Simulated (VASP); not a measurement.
# Pd (Fm-3m) in VASP: further runs

The runs below take Pd through single point, relaxation of cell and atoms, with PBE+D3(BJ).

All numbers are computed with VASP 6.6.1; they aren't measurements. Logs are shortened: lines on timing, memory, paths and dates and some standing lists are left out, and cuts for length are marked.

## (1) The cell of the first run

The structure is cubic, space group Fm-3m (No. 225). Conventional cell: a = 3.917 Å, b = 3.917 Å, c = 3.917 Å, α = 90.00°, β = 90.00°, γ = 90.00°. Within 3.7 Å of Pd (site symmetry m-3m) lie 12 Pd at 2.77 Å.

## (2) Single point, PBE+D3(BJ), collinear spin, ferromagnetic start

INCAR

```
SYSTEM = Pd
PREC = Accurate ; ENCUT = 500
EDIFF = 1E-6 ; ISMEAR = 0
SIGMA = 0.1 ; LREAL = .FALSE.
LASPH = .TRUE. ; NELM = 200
ALGO = Normal ; ISIF = 2
LWAVE = .FALSE. ; LCHARG = .FALSE.
ISPIN = 2 ; MAGMOM = 1
LORBIT = 11 ; LMAXMIX = 4
GGA = PE ; IVDW = 12
NBANDS = 15 ; GGA_COMPAT = .FALSE.
```

KPOINTS

```
regular mesh
0
G
  8 8 8
  0 0 0
```

POSCAR

```
Pd
1.0
    0.0000000000      1.9586507875      1.9586507875
    1.9586507875      0.0000000000      1.9586507875
    1.9586507875      1.9586507875      0.0000000000
Pd
1
Direct
    0.0000000000      0.0000000000      0.0000000000
```

Potentials or basis: VASP PAW PBE potentials, release 64 (Pd).

Launch:

```sh
cat potpaw_PBE.64/Pd/POTCAR > POTCAR
mpirun -np 1 vasp_std > vasp.out
```

OUTCAR:

```text
SYSTEM = Pd
   PREC = Accurate
   ENCUT = 500
   EDIFF = 1E-6
   ISMEAR = 0
   LREAL = .FALSE.
   LASPH = .TRUE.
   NELM = 200
   ISIF = 2
   ISPIN = 2
   LORBIT = 11
   GGA = PE
   IVDW = 12
 IVDW          = 12

 ion  position               nearest neighbor table
   1  0.000  0.000  0.000-

  LATTYP: Found a face centered cubic cell.
 ALAT       =     3.9173015750

  Lattice vectors:

 A1 = (   0.0000000000,   1.9586507875,   1.9586507875)
 A2 = (   1.9586507875,   0.0000000000,   1.9586507875)
 A3 = (   1.9586507875,   1.9586507875,   0.0000000000)

Analysis of symmetry for initial positions (statically):
=====================================================================
 Subroutine PRICEL returns:
 Original cell was already a primitive cell.

 Routine SETGRP: Setting up the symmetry group for a
 face centered cubic supercell.

 Subroutine GETGRP returns: Found 48 space group operations
 (whereof 48 operations were pure point group operations)
 out of a pool of 48 trial point group operations.

The static configuration has the point symmetry O_h .

Analysis of symmetry for dynamics (positions and initial velocities):
=====================================================================
 Subroutine PRICEL returns:
 Original cell was already a primitive cell.

 Routine SETGRP: Setting up the symmetry group for a
 face centered cubic supercell.

 Subroutine GETGRP returns: Found 48 space group operations
 (whereof 48 operations were pure point group operations)
 out of a pool of 48 trial point group operations.

The dynamic configuration has the point symmetry O_h .

Analysis of structural, dynamic, and magnetic symmetry:
=====================================================================
 Subroutine PRICEL returns:
 Original cell was already a primitive cell.

 Routine SETGRP: Setting up the symmetry group for a
 face centered cubic supercell.

 Subroutine GETGRP returns: Found 48 space group operations
 (whereof 48 operations were pure point group operations)
 out of a pool of 48 trial point group operations.

The overall configuration has the point symmetry O_h .

 Subroutine INISYM returns: Found 48 space group operations
 (whereof 48 operations are pure point group operations),
 and found     1 'primitive' translations

----------------------------------------------------------------------------------------

                                     Primitive cell

  volume of cell :      15.0280

  direct lattice vectors                    reciprocal lattice vectors
     0.000000000  1.958650788  1.958650788    -0.255277767  0.255277767  0.255277767
     1.958650788  0.000000000  1.958650788     0.255277767 -0.255277767  0.255277767
     1.958650788  1.958650788  0.000000000     0.255277767  0.255277767 -0.255277767

  length of vectors
     2.769950508  2.769950508  2.769950508     0.442154063  0.442154063  0.442154063

  position of ions in fractional coordinates (direct lattice)
     0.000000000  0.000000000  0.000000000

  ion indices of the primitive-cell ions
   primitive index   ion index
                 1           1

----------------------------------------------------------------------------------------

 KPOINTS: regular mesh

Automatic generation of k-mesh.
 Grid dimensions read from file:
 generate k-points for:    8    8    8

 Generating k-lattice:

  Cartesian coordinates                     Fractional coordinates (reciprocal lattice)
    -0.031909721  0.031909721  0.031909721     0.125000000  0.000000000  0.000000000
     0.031909721 -0.031909721  0.031909721     0.000000000  0.125000000  0.000000000
     0.031909721  0.031909721 -0.031909721     0.000000000  0.000000000  0.125000000

  Length of vectors
     0.055269258  0.055269258  0.055269258

  Shift w.r.t. Gamma in fractional coordinates (k-lattice)
     0.000000000  0.000000000  0.000000000

 Subroutine IBZKPT returns following result:
 ===========================================

 Found     29 irreducible k-points:

 Following reciprocal coordinates:
            Coordinates               Weight
  0.000000  0.000000  0.000000      1.000000
  0.125000  0.000000  0.000000      8.000000
  0.250000  0.000000  0.000000      8.000000
  0.375000  0.000000  0.000000      8.000000
  0.500000  0.000000  0.000000      4.000000
  0.125000  0.125000  0.000000      6.000000
[... 16 lines left out ...]
  0.500000  0.250000  0.125000     48.000000
 -0.375000  0.250000  0.125000     24.000000
 [... further k-points ...]
   k-points           NKPTS =     29   k-points in BZ     NKDIM =     29   number of bands    NBANDS=     15
   number of dos      NEDOS =    301   number of ions     NIONS =      1
   total plane-waves  NPLWV =   8000
   dimension x,y,z NGX =    20 NGY =   20 NGZ =   20
   dimension x,y,z NGXF=    40 NGYF=   40 NGZF=   40
   ions per type =               1
   NGX,Y,Z   is equivalent  to a cutoff of  12.00, 12.00, 12.00 a.u.
   NGXF,Y,Z  is equivalent  to a cutoff of  24.01, 24.01, 24.01 a.u.
 SYSTEM =  Pd
   PREC   = accura    normal or accurate (medium, high low for compatibility)
   ISTART =      0    job   : 0-new  1-cont  2-samecut
   ICHARG =      2    charge: 1-file 2-atom 10-const
   ISPIN  =      2    spin polarized calculation?
   LNONCOLLINEAR =      F non collinear calculations
   LSORBIT =      F    spin-orbit coupling
   LASPH  =      T    aspherical Exc in radial PAW
   ENCUT  =  500.0 eV  36.75 Ry    6.06 a.u.   5.05  5.05  5.05*2*pi/ulx,y,z
   NELM   =    200;   NELMIN=  2; NELMDL= -5     # of ELM steps
   EDIFF  = 0.1E-05   stopping-criterion for ELM
   LREAL  =      F    real-space projection
   EDIFFG = 0.1E-04   stopping-criterion for IOM
   NSW    =      0    number of steps for IOM
   IBRION =     -1    ionic relax: 0-MD 1-quasi-New 2-CG
   NFREE  =      0    steps in history (QN), initial steepest desc. (CG)
   ISIF   =      2    stress and relaxation
   ISYM   =      2    0-nonsym 1-usesym 2-fastsym
   POTIM  = 0.5000    time-step for ionic-motion
   TEBEG  =    0.0;   TEEND  =   0.0 temperature during run
   PSTRESS=    0.0 pullay stress
   NELECT =      10.0000    total number of electrons
   NUPDOWN=      -1.0000    fix difference up-down
   EMIN   =  10.00;   EMAX   =-10.00  energy-range for DOS
   EFERMI =   0.00;   METHOD = LEGACY
   ISMEAR =     0;   SIGMA  =   0.10  broadening in eV -4-tet -1-fermi 0-gaus
   EFERMI_NEDOS =   21; number of points for ismear=-14 and -15
   IALGO  =     38    algorithm
   IMIX   =      4    mixing-type and parameters
     AMIX     =   0.40;   BMIX     =  1.00
     AMIX_MAG =   1.60;   BMIX_MAG =  1.00
  volume/ion in A,a.u.               =      15.03       101.41
  Fermi-wavevector in a.u.,A,eV,Ry     =   1.429249  2.700889 27.793328  2.042752
  Thomas-Fermi vector in A             =   2.549223
   LORBIT       =     11    0 simple, 1 ext, 2 COOP (PROOUT), +10 PAW based schemes
   GGA     = PE    functional components
   LHFCALC =     F    Hartree Fock is set to
   AEXX    =    0.0000 exact exchange contribution
   IVDW    =    12    specifies the selected vdW correction
   LEPSILON=     F    determine dielectric tensor
   LRPA    =     F    only Hartree local field effects (RPA)
 spin polarized calculation
 Gauss-broadening in eV      SIGMA  =   0.10
  energy-cutoff  :      500.00
  volume of cell :       15.03
 maximum number of plane-waves:       392
   NGX = 11   NGY = 11   NGZ = 11

 number of electron      10.0000000 magnetization       1.0000000

 number of electron       9.9999995 magnetization       0.0179059

 number of electron       9.9999995 magnetization      -0.0091622

 Free energy of the ion-electron system (eV)
  ---------------------------------------------------
  ext. energy  EPLUGINS =         0.00000000
  ---------------------------------------------------
  free energy    TOTEN  =        -5.19981504 eV

  energy without entropy =       -5.18838147  energy(sigma->0) =       -5.19409826

 E-fermi :   9.5743     XC(G=0): -13.0619

 val. band max:        9.5676953811   @ k =   0.5000   0.2500   0.0000
 cond. band min:       9.5754456199   @ k =   0.5000   0.2500   0.0000
 fundamental gap:      0.0077502388
 Fermi energy:         9.5742575103

 spin component 1

 k-point     1 :       0.0000    0.0000    0.0000
  band No.  band energies     occupation
      1       2.4764      1.00000
      2       6.7558      1.00000
      3       6.7558      1.00000
      4       6.7558      1.00000
      5       8.3149      1.00000
      6       8.3149      1.00000
      7      26.6557      0.00000
      8      31.3202      0.00000
      9      31.3202      0.00000
     10      31.3202      0.00000
     11      35.8514      0.00000
     12      36.6505      0.00000
     13      39.7159      0.00000
     14      39.7159      0.00000
[... 401 lines left out ...]
      2       5.9830      1.00000
      3       7.1395      1.00000
      4       7.5954      1.00000
      5       9.3589      0.99884
      6      14.2894      0.00000
      7      16.7439      0.00000
      8      25.0075      0.00000
      9      25.2753      0.00000
     10      30.5174      0.00000
     11      35.9276      0.00000
     12      36.1894      0.00000
     13      39.7056      0.00000
     14      42.7699      0.00000
     15      43.3865      0.00000

 [... further k-points ...]

 spin component 2

 k-point     1 :       0.0000    0.0000    0.0000
  band No.  band energies     occupation
      1       2.4760      1.00000
      2       6.7485      1.00000
      3       6.7485      1.00000
      4       6.7485      1.00000
      5       8.3091      1.00000
      6       8.3091      1.00000
      7      26.6557      0.00000
      8      31.3203      0.00000
      9      31.3203      0.00000
     10      31.3203      0.00000
     11      35.8415      0.00000
     12      36.6492      0.00000
     13      39.7144      0.00000
     14      39.7144      0.00000
[... 401 lines left out ...]
      2       5.9782      1.00000
      3       7.1338      1.00000
      4       7.5895      1.00000
      5       9.3510      0.99920
      6      14.2869      0.00000
      7      16.7400      0.00000
      8      25.0064      0.00000
      9      25.2735      0.00000
     10      30.5166      0.00000
     11      35.9180      0.00000
     12      36.1861      0.00000
     13      39.7049      0.00000
     14      42.7647      0.00000
     15      43.3802      0.00000

 [... further k-points ...]

------------------------ aborting loop because EDIFF is reached ----------------------------------------

 Edisp (eV)   -0.65523

 E8    (eV) :    -0.2895

  FORCE on cell =-STRESS in cart. coord.  units (eV):
  Direction    XX          YY          ZZ          XY          YZ          ZX
  --------------------------------------------------------------------------------------
  -------------------------------------------------------------------------------------
  Total      -0.30684    -0.30684    -0.30684     0.00000     0.00000     0.00000
  in kB     -32.71361   -32.71361   -32.71361     0.00000     0.00000     0.00000
  external pressure =      -32.71 kB  Pullay stress =        0.00 kB

 VOLUME and BASIS-vectors are now :
 -----------------------------------------------------------------------------
  energy-cutoff  :      500.00
  volume of cell :       15.03
      direct lattice vectors                 reciprocal lattice vectors
     0.000000000  1.958650788  1.958650788    -0.255277767  0.255277767  0.255277767
     1.958650788  0.000000000  1.958650788     0.255277767 -0.255277767  0.255277767
     1.958650788  1.958650788  0.000000000     0.255277767  0.255277767 -0.255277767

 POSITION                                       TOTAL-FORCE (eV/Angst)
 -----------------------------------------------------------------------------------
      0.00000      0.00000      0.00000         0.000000     -0.000000     -0.000000
 -----------------------------------------------------------------------------------
    total drift:                               -0.000000     -0.000000     -0.000000

  FREE ENERGIE OF THE ION-ELECTRON SYSTEM (eV)
  ---------------------------------------------------
  free  energy   TOTEN  =        -5.8550463627 eV

  energy  without entropy=       -5.8436127959  energy(sigma->0) =       -5.84932958

 total charge

# of ion       s       p       d       tot
------------------------------------------
    1        0.473   0.451   8.484   9.407

 magnetization (x)

# of ion       s       p       d       tot
------------------------------------------
    1        0.000   0.000  -0.009  -0.009
```

Wall time 12 s (1 thread of AMD EPYC 9R45 (Zen 5), shared host); peak memory 0.11 GiB.

What came out:

```yaml
Free_energy: -5.8550 eV
Pressure: -3.3 GPa
Band_gap_on_the_k_mesh: zero (filled and empty bands overlap)
Net_moment: -0.01 μB per cell
Valence_electrons_inside_the_program's_atomic_spheres: Pd 9.41
Dispersion_energy_per_atom: -0.655 eV
```

Caveat: pairwise dispersion overbinds metals, which lowers pressure and volume.

## (3) Single point, PBE+D3(BJ)

This run uses another cell than the first one, of 14.71 Å³/atom, 0.979 times its volume.

INCAR

```
SYSTEM = Pd
  PREC = Accurate
  ENCUT = 520
  EDIFF = 1E-6
  ISMEAR = 0
  SIGMA = 0.1
  LREAL = .False.
  LASPH = .True.
  NELM = 100
  ALGO = Fast
  ISIF = 2
  LWAVE = .False.
  LCHARG = .False.
  GGA = PE
  IVDW = 12
  NBANDS = 11
```

KPOINTS

```
regular mesh
0
Gamma
  18 18 18
  0 0 0
```

POSCAR

```
Pd
1.0
    0.0000000000      1.9446892986      1.9446892986
    1.9446892986      0.0000000000      1.9446892986
    1.9446892986      1.9446892986      0.0000000000
Pd
1
Direct
    0.0000000000      0.0000000000      0.0000000000
```

Potentials or basis: VASP PAW PBE potentials, release 64 (Pd).

Launch:

```sh
cat potpaw_PBE.64/Pd/POTCAR > POTCAR
mpirun -np 1 vasp_std > vasp.out
```

It took 42 s on 1 thread of Intel Xeon 8259CL, shared host; peak memory 0.16 GiB.

The run converged. Its results:

| Quantity | Value |
| --- | --- |
| Free energy | -5.8831 eV |
| Pressure | -0.3 GPa |
| Band gap on the k mesh | zero (band 5 reaches 10.12 eV, above the bottom of band 6 at 8.53 eV) |
| Dispersion energy per atom | -0.670 eV |

Levels at points of the mesh, in eV from the Fermi level:
| k point | band 1 | band 2 | band 3 | band 4 | band 5 | band 6 | band 7 | band 8 | band 9 | band 10 |
| --- | --- | --- | --- | --- | --- | --- | --- | --- | --- | --- |
| (0.00, 0.00, 0.00) | -7.16 | -2.85 | -2.85 | -2.85 | -1.23 | -1.23 | 17.20 | 21.99 | 21.99 | 21.99 |
| (0.50, 0.00, 0.00) | -5.32 | -2.90 | -2.90 | -0.02 | -0.02 | 1.01 | 7.35 | 16.56 | 21.14 | 21.14 |
| (0.50, 0.50, 0.00) | -5.41 | -5.13 | -0.05 | 0.29 | 0.29 | 3.35 | 10.80 | 13.23 | 13.23 | 21.62 |

Caveat: pairwise dispersion overbinds metals, which lowers pressure and volume.

## (4) Relaxation of cell and atoms, PBE+D3(BJ)

INCAR

```
PREC     = Accurate       # precision mode
ENCUT    = 600            # plane-wave cutoff, eV
EDIFF    = 1E-6           # SCF threshold, eV
ISMEAR   = 0              # smearing method
SIGMA    = 0.1            # smearing width, eV
LREAL    = F              # projectors in reciprocal space
LASPH    = T              # aspherical terms in the spheres
NELM     = 100            # most SCF steps
ALGO     = Normal         # electronic algorithm
ISIF     = 3              # what is computed and relaxed
LWAVE    = F              # write WAVECAR
LCHARG   = F              # write CHGCAR
GGA      = PE             # functional
IVDW     = 12             # dispersion correction
IBRION   = 2              # ionic algorithm
NSW      = 100            # ionic steps
EDIFFG   = -0.005         # ionic threshold
```

KPOINTS

```
regular mesh
0
Gamma
  18 18 18
```

POSCAR

```
Pd
1.0
    0.0000000000      1.9586507875      1.9586507875
    1.9586507875      0.0000000000      1.9586507875
    1.9586507875      1.9586507875      0.0000000000
Pd
1
Direct
    0.0000000000      0.0000000000      0.0000000000
```

Launch:

```sh
cat potpaw_PBE.64/Pd/POTCAR > POTCAR
mpirun -np 1 vasp_std > vasp.out
```

It took 71 s on 1 thread of Intel Xeon 8259CL, shared host; peak memory 0.18 GiB.

Results (log left out):

```
Free energy                            : -5.8836 eV
Relaxed volume                         : 14.68 Å³/atom
Relaxed cell                           : a = 2.749 Å, b = 2.749 Å, c = 2.749 Å, α = 60.00°, β = 60.00°, γ = 60.00°
Space group after relaxing (to 0.05 Å) : Fm-3m (No. 225)
Energy gained by relaxing              : 4.8 meV/atom
Ionic steps                            : 3
Pressure after relaxing                : 0.0 GPa
Band gap on the k mesh                 : zero (band 5 reaches 10.15 eV, above the bottom of band 6 at 8.56 eV)
Dispersion energy per atom             : -0.671 eV
```

Step by step:
| step | energy change (eV) | largest force (eV/Å) | pressure (GPa) | volume (Å³) |
| --- | --- | --- | --- | --- |
| 1 | 0.0000 | 0.0000 | -4.38 | 15.03 |
| 2 | 0.0078 | 0.0000 | 7.93 | 14.15 |
| 3 | -0.0048 | 0.0000 | -0.04 | 14.68 |

Final structure:
```cif
data_structure
_symmetry_space_group_name_H-M 'P 1'
_symmetry_Int_Tables_number 1
_cell_length_a 2.7486
_cell_length_b 2.7486
_cell_length_c 2.7486
_cell_angle_alpha 60.000
_cell_angle_beta 60.000
_cell_angle_gamma 60.000
_cell_volume 14.68
loop_
_atom_site_label
_atom_site_type_symbol
_atom_site_fract_x
_atom_site_fract_y
_atom_site_fract_z
_atom_site_occupancy
Pd1 Pd 0.00000 0.00000 0.00000 1
```

Levels at points of the mesh, in eV from the Fermi level:
```csv
k point,band 2,band 3,band 4,band 5,band 6,band 7,band 8,band 9
"(0.00, 0.00, 0.00)",-2.86,-2.86,-2.86,-1.24,-1.24,17.20,22.00,22.00
"(0.50, 0.00, 0.00)",-2.91,-2.91,-0.02,-0.02,1.01,7.36,16.56,21.16
"(0.50, 0.50, 0.00)",-5.14,-0.05,0.29,0.29,3.35,10.82,13.24,13.24
```

Caveat: pairwise dispersion overbinds metals, which lowers pressure and volume.

## (5) Overview

```csv
task,spin,cell,k mesh,cutoff (eV),gap on the mesh (eV),pressure (GPa)
single point,"collinear, ferromagnetic start","a = 2.770 Å, angles 60.0°, 1 atom",8 × 8 × 8,500,none,-3.3
single point,off,"a = 2.750 Å, angles 60.0°, 1 atom",18 × 18 × 18,520,none,-0.3
relaxation of cell and atoms,off,"relaxed from a = 2.770 Å, angles 60.0°, 1 atom",18 × 18 × 18,600,none,0.0
```

Alike in all rows: level PBE+D3(BJ); potentials or basis VASP PAW PBE potentials, release 64 (Pd); smearing gaussian 0.1 eV.

Caveats: pairwise dispersion overbinds metals, which lowers pressure and volume.

Total energies depend on the potentials used, so only differences within one code and one set of settings carry meaning.
